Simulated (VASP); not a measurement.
Input of a VASP 6.6.1 run:

File INCAR:

```
  PREC = Accurate
  ENCUT = 520
  EDIFF = 1E-6
  ISMEAR = 0
  SIGMA = 0.05
  LREAL = F
  LASPH = T
  NELM = 150
  ALGO = Normal
  ISIF = 2
  LWAVE = F
  LCHARG = F
  ISPIN = 2
  MAGMOM = 0 0 0 0 1
  LORBIT = 11
  LDIPOL = T
  IDIPOL = 3
  DIPOL = 0.5 0.5 0.301
  GGA = PE
  IVDW = 12
  NBANDS = 32
```

The input KPOINTS:

```
regular mesh
0
Gamma
  7 7 1
```

Contents of POSCAR:

```
Sn2HO2
1.0
    3.8201629938      0.0000000000      0.0000000000
    0.0000000000      3.8201629938      0.0000000000
    0.0000000000      0.0000000000     19.4630415395
Sn O H
2 2 1
Direct
    0.7500000000      0.2500000000      0.2055177240
    0.2500000000      0.7500000000      0.3269294538
    0.2500000000      0.2500000000      0.2662235889
    0.7500000000      0.7500000000      0.2662235889
    0.2500000000      0.7500000000      0.4399642020
```

Potentials or basis: VASP PAW PBE potentials, release 64 (Sn_d, O, H).

Command:

```sh
$ cat potpaw_PBE.64/Sn_d/POTCAR potpaw_PBE.64/O/POTCAR potpaw_PBE.64/H/POTCAR > POTCAR
$ mpirun -np 1 vasp_std > vasp.out
```

**Question.** Predict the largest force.

**Answer.** 0.072 eV/Å.

**Question.** Predict the net moment.

**Answer.** 1.00 μB per cell.

Forces on the atoms (eV/Å):
```
Sn   0.000  0.000 -0.072
Sn   0.000  0.000  0.057
O    0.000  0.000  0.043
O    0.000  0.000  0.043
H    0.000  0.000 -0.071
```
